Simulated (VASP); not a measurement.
# AlN (P6_3mc) in VASP: further runs, part 2 of 2

VASP 6.6.1.

**3. Single point, BLYP**

This run uses another cell than the first one, of 10.87 Å³/atom, 1.003 times its volume.

INCAR

```
SYSTEM = AlN
  PREC = Accurate
  ENCUT = 520
  EDIFF = 1E-6
  ISMEAR = -1
  SIGMA = 0.05
  LREAL = .FALSE.
  LASPH = .TRUE.
  NELM = 100
  ALGO = Normal
  ISIF = 2
  LWAVE = .FALSE.
  LCHARG = .FALSE.
  GGA = B5
  ALDAX = 1.0
  AGGAX = 1.0
  AGGAC = 1.0
  ALDAC = 0.0
  NBANDS = 16
```

KPOINTS

```
Automatic mesh
0
G
  10 10 6
  0 0 0
```

POSCAR

```
AlN
1.0
    3.1539652241      0.0000000000      0.0000000000
   -1.5769826120      2.7314140067      0.0000000000
    0.0000000000      0.0000000000      5.0465469904
Al N
2 2
Direct
    0.6666666667      0.3333333333      0.5000000000
    0.3333333333      0.6666666667      0.0000000000
    0.6666666667      0.3333333333      0.8800000000
    0.3333333333      0.6666666667      0.3800000000
```

Potentials or basis: VASP PAW PBE potentials, release 64 (Al, N).

The run is started by

```bash
> cat potpaw_PBE.64/Al/POTCAR potpaw_PBE.64/N/POTCAR > POTCAR
> mpirun -np 1 vasp_std > vasp.out
```

OUTCAR:

```text
SYSTEM = AlN
   PREC = Accurate
   ENCUT = 520
   EDIFF = 1E-6
   ISMEAR = -1
   LREAL = .FALSE.
   LASPH = .TRUE.
   NELM = 100
   ISIF = 2
   GGA = B5

 ion  position               nearest neighbor table
   1  0.667  0.333  0.500-   3 1.92   4 1.92   4 1.92   4 1.92   2 3.11   2 3.11   2 3.11   2 3.11
                             2 3.11   2 3.11
   2  0.333  0.667  0.000-   4 1.92   3 1.92   3 1.92   3 1.92   1 3.11   1 3.11   1 3.11   1 3.11
                             1 3.11   1 3.11
   3  0.667  0.333  0.880-   1 1.92   2 1.92   2 1.92   2 1.92
   4  0.333  0.667  0.380-   2 1.92   1 1.92   1 1.92   1 1.92

  LATTYP: Found a hexagonal cell.
 ALAT       =     3.1539652241
 C/A-ratio  =     1.6000642467

  Lattice vectors:

 A1 = (   3.1539652241,   0.0000000000,   0.0000000000)
 A2 = (  -1.5769826120,   2.7314140067,   0.0000000000)
 A3 = (   0.0000000000,   0.0000000000,   5.0465469904)

Analysis of symmetry for initial positions (statically):
=====================================================================
 Subroutine PRICEL returns:
 Original cell was already a primitive cell.

 Routine SETGRP: Setting up the symmetry group for a
 hexagonal supercell.

 Subroutine GETGRP returns: Found 12 space group operations
 (whereof  6 operations were pure point group operations)
 out of a pool of 24 trial point group operations.

The static configuration has the point symmetry C_3v.
 The point group associated with its full space group is C_6v.

Analysis of symmetry for dynamics (positions and initial velocities):
=====================================================================
 Subroutine PRICEL returns:
 Original cell was already a primitive cell.

 Routine SETGRP: Setting up the symmetry group for a
 hexagonal supercell.

 Subroutine GETGRP returns: Found 12 space group operations
 (whereof  6 operations were pure point group operations)
 out of a pool of 24 trial point group operations.

The dynamic configuration has the point symmetry C_3v.
 The point group associated with its full space group is C_6v.
[... 125 lines left out ...]
  Fermi-wavevector in a.u.,A,eV,Ry     =   1.173191  2.217009 18.726735  1.376376
  Thomas-Fermi vector in A             =   2.309608
   LORBIT       =      0    0 simple, 1 ext, 2 COOP (PROOUT), +10 PAW based schemes
   GGA     = B5    functional components
   LHFCALC =     F    Hartree Fock is set to
   AEXX    =    0.0000 exact exchange contribution
   IVDW    =     0    specifies the selected vdW correction
   LEPSILON=     F    determine dielectric tensor
   LRPA    =     F    only Hartree local field effects (RPA)
 non-spin polarized calculation
  energy-cutoff  :      520.00
  volume of cell :       43.47
 maximum number of plane-waves:      1194
 NGX is ok and might be reduce to    24
   NGX = 11   NGY = 11   NGZ = 19

 number of electron      16.0000000 magnetization

 Free energy of the ion-electron system (eV)
  ---------------------------------------------------
  ext. energy  EPLUGINS =         0.00000000
  ---------------------------------------------------
  free energy    TOTEN  =       -27.88109439 eV

  energy without entropy =      -27.88109439  energy(sigma->0) =      -27.88109439

 E-fermi :   7.1471     XC(G=0): -10.1144

 val. band max:        6.1477832867   @ k =   0.0000   0.0000   0.0000
 cond. band min:      10.2996773847   @ k =   0.0000   0.0000   0.0000
 fundamental gap:      4.1518940980
 Fermi energy:         7.1470818712

 k-point     1 :       0.0000    0.0000    0.0000
  band No.  band energies     occupation
      1      -8.6771      2.00000
      2      -6.6781      2.00000
      3       0.4756      2.00000
      4       5.3445      2.00000
      5       5.3445      2.00000
      6       5.9797      2.00000
[... 433 lines left out ...]
      3       1.0189      2.00000
      4       1.9528      2.00000
      5       3.2497      2.00000
      6       3.9800      2.00000
[... 8 lines left out ...]
     15      18.6446      0.00000
     16      20.7118      0.00000

 [... further k-points ...]

------------------------ aborting loop because EDIFF is reached ----------------------------------------

  FORCE on cell =-STRESS in cart. coord.  units (eV):
  Direction    XX          YY          ZZ          XY          YZ          ZX
  --------------------------------------------------------------------------------------
  -------------------------------------------------------------------------------------
  Total       -0.4000227     -0.4000227      0.2250747     -0.0000000      0.0000000      0.0000000
  in kB      -14.7420034    -14.7420034      8.2946571     -0.0000000      0.0000000      0.0000000
  external PRESSURE =      -7.0631165 kB  Pullay stress =       0.0000000 kB

 VOLUME and BASIS-vectors are now :
 -----------------------------------------------------------------------------
  energy-cutoff  :      520.00
  volume of cell :       43.47
      direct lattice vectors                 reciprocal lattice vectors
     3.153965224  0.000000000  0.000000000     0.317061200  0.183055369  0.000000000
    -1.576982612  2.731414007  0.000000000     0.000000000  0.366110739  0.000000000
     0.000000000  0.000000000  5.046546990     0.000000000  0.000000000  0.198155293

 POSITION                                       TOTAL-FORCE (eV/Angst)
 -----------------------------------------------------------------------------------
      1.57698      0.91047      2.52327        -0.000000      0.000000     -0.086386
     -0.00000      1.82094      0.00000         0.000000      0.000000     -0.086386
      1.57698      0.91047      4.44096         0.000000     -0.000000      0.086386
     -0.00000      1.82094      1.91769        -0.000000      0.000000      0.086386
 -----------------------------------------------------------------------------------
    total drift:                               -0.000000      0.000000      0.000059

  FREE ENERGIE OF THE ION-ELECTRON SYSTEM (eV)
  ---------------------------------------------------
  free  energy   TOTEN  =       -27.8810943891 eV

  energy  without entropy=      -27.8810943890  energy(sigma->0) =      -27.88109439
```

OSZICAR:

```text
N       E                     dE             d eps       ncg     rms          rms(c)
DAV:   1     0.434477457728E+02    0.43448E+02   -0.72751E+03  1792   0.891E+02
DAV:   2    -0.298261807572E+02   -0.73274E+02   -0.67749E+02  2512   0.188E+02
DAV:   3    -0.334081292820E+02   -0.35819E+01   -0.35736E+01  2208   0.431E+01
DAV:   4    -0.334317633924E+02   -0.23634E-01   -0.23633E-01  2280   0.395E+00
DAV:   5    -0.334321113137E+02   -0.34792E-03   -0.34792E-03  2280   0.482E-01    0.129E+01
DAV:   6    -0.278490714788E+02    0.55830E+01   -0.13619E+01  2192   0.263E+01    0.388E+00
DAV:   7    -0.278957181445E+02   -0.46647E-01   -0.76219E-01  1896   0.622E+00    0.288E+00
DAV:   8    -0.278864184164E+02    0.92997E-02   -0.93092E-02  2016   0.277E+00    0.648E-01
DAV:   9    -0.278805057315E+02    0.59127E-02   -0.14738E-02  2416   0.900E-01    0.267E-01
DAV:  10    -0.278811895876E+02   -0.68386E-03   -0.27008E-03  1880   0.338E-01    0.149E-01
DAV:  11    -0.278810884615E+02    0.10113E-03   -0.20495E-04  2328   0.113E-01    0.357E-02
DAV:  12    -0.278810932490E+02   -0.47875E-05   -0.12317E-05  1976   0.276E-02    0.615E-03
DAV:  13    -0.278810942772E+02   -0.10282E-05   -0.24725E-06  2280   0.118E-02    0.331E-03
DAV:  14    -0.278810943891E+02   -0.11183E-06   -0.18986E-07  1040   0.396E-03
   1 F= -.27881094E+02 E0= -.27881094E+02  d E =-.291172E-10
```

It took 18 s on 1 thread of Intel Xeon 6975P-C (Granite Rapids), shared host; peak memory 0.16 GiB.

What came out:

```
Free energy            : -27.8811 eV
Pressure               : -0.7 GPa
Largest force          : 0.086 eV/Å
Band gap on the k mesh : 4.15 eV, direct
```

Forces on the atoms (eV/Å):
```
Al   0.000  0.000 -0.086
Al   0.000  0.000 -0.086
N    0.000  0.000  0.086
N    0.000  0.000  0.086
```

Levels at points of the mesh, in eV from the valence-band top:
```csv
k point,band 4,band 5,band 6,band 7,band 8,band 9,band 10,band 11,band 12,band 13
"(0.00, 0.00, 0.00)",-0.80,-0.80,-0.17,-0.17,0.00,4.15,6.49,10.52,10.99,10.99
"(0.50, 0.00, 0.00)",-3.98,-3.18,-1.98,-1.65,-0.64,5.95,6.01,8.03,10.22,10.84
"(0.00, 0.00, 0.50)",-3.16,-0.49,-0.49,-0.49,-0.49,6.33,6.33,10.20,10.20,11.30
"(0.50, 0.00, 0.50)",-5.32,-1.38,-1.38,-1.29,-1.29,5.47,5.47,9.22,9.22,11.50
```

Caveat: the PAW data sets were made with another functional, which shifts forces and pressure a little.

**4. Comparison with measurements**

Step 2. A measured gap of AlN is 6.034 eV (an exciton energy, a little under the gap; 10 K; quoted in “Self-assembly of well-separated AlN nanowires directly on sputtered metallic TiN films”, 2019, arxiv:1910.07391); the calculated 3.93 eV misses it by -2.10 eV. 2 values of this kind are on record (6.034 to 6.0343 eV); this one was drawn at random. The value is that of RPBE, without temperature or zero-point motion. Semilocal functionals fall short of measured gaps as a rule.

Step 3. Measured gap of AlN: 6.0343 eV (an exciton energy, a little under the gap; 0 K; quoted in “Structural and optical properties of self-assembled AlN nanowires grown on SiO2/Si substrates by molecular beam epitaxy”, 2024, arxiv:2402.00216). This calculation gives 4.15 eV (-1.88 eV). 2 values of this kind are on record (6.034 to 6.0343 eV); this one was drawn at random. The value is that of BLYP on a finite k mesh, which can miss the band edges, without temperature or zero-point motion. Semilocal functionals fall short of measured gaps as a rule.
